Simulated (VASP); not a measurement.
Write the native input for VASP 6.6.1 that does the following.

```
Task                   : single point
Functional             : r2SCAN
Potentials or basis    : VASP PAW PBE potentials, release 64 (Te, Mo_sv)
Cutoff                 : 520 eV
k mesh                 : 9 × 9 × 2
Occupations            : gaussian, width 0.05 eV
Spin                   : no spin polarisation
Dipole correction      : no
Further INCAR settings : ALGO = Normal; EDIFF = 1e-06; NBANDS = 35
```

The system is Te2Mo.

```
CELL_PARAMETERS angstrom
-3.56355 0.00000 0.00000
-1.78177 -3.08612 0.00000
-3.56372 -2.05752 14.72622
ATOMIC_POSITIONS crystal
Te 0.91432 0.91432 0.62848
Te 0.58101 0.58101 0.12848
Te 0.75229 0.75229 0.87152
Te 0.41898 0.41898 0.37152
Mo 0.16666 0.16666 0.25000
Mo 0.16664 0.16664 0.75000
```

These files were run (other wordings do the same):

POSCAR

```
Te2Mo
1.0
   -3.5635452172      0.0000000000      0.0000000000
   -1.7817726086     -3.0861206856      0.0000000000
   -3.5637233944     -2.0575166611     14.7262210532
Te Mo
4 2
Direct
   -0.0856769195     -0.0856769195      0.6284839550
    0.5810064139      0.5810064139      0.1284839550
   -0.2477064139     -0.2477064139      0.8715160450
    0.4189769195      0.4189769195      0.3715160450
    0.1666583333      0.1666583333      0.2500000000
    0.1666416667      0.1666416667      0.7500000000
```

INCAR.step1

```
SYSTEM = Te2Mo
PREC = Accurate
ENCUT = 520
ISMEAR = 0
SIGMA = 0.05
LREAL = .FALSE.
LASPH = .TRUE.
NELM = 100
NBANDS = 35
GGA = PE
ALGO = Normal
EDIFF = 1E-4
LWAVE = .TRUE.
LCHARG = .FALSE.
```

INCAR.step2

```
SYSTEM = Te2Mo
PREC = Accurate
ENCUT = 520
EDIFF = 1E-6
ISMEAR = 0
SIGMA = 0.05
LREAL = .FALSE.
LASPH = .TRUE.
NELM = 100
ALGO = Normal
ISIF = 2
LWAVE = .FALSE.
LCHARG = .TRUE.
METAGGA = R2SCAN
LMIXTAU = .TRUE.
LELF = .TRUE.
LVHAR = .TRUE.
NBANDS = 35
ISTART = 1
```

KPOINTS

```
Automatic mesh
0
G
  9 9 2
  0 0 0
```

Potentials or basis: VASP PAW PBE potentials, release 64 (Te, Mo_sv).

Run with:

```bash
$ cat potpaw_PBE.64/Te/POTCAR potpaw_PBE.64/Mo_sv/POTCAR > POTCAR
$ cp INCAR.step1 INCAR
$ mpirun -np 1 vasp_std > vasp.out
$ cp INCAR.step2 INCAR
$ mpirun -np 1 vasp_std > vasp.out
```

It gave:

The pressure is 0.6 GPa and the largest force is 0.231 eV/Å. The band gap on the k mesh is 1.02 eV, indirect (least direct gap 1.10 eV).

Caveat: the PAW data sets were made with another functional, which shifts forces and pressure a little; spin-orbit coupling is left out, which moves the levels of the heavy elements.

It took 17 min on 1 thread of Intel(R) Xeon(R) Platinum 8259CL CPU @ 2.50GHz (Skylake/Cascade Lake) (shared host), peak memory 0.47 GiB.
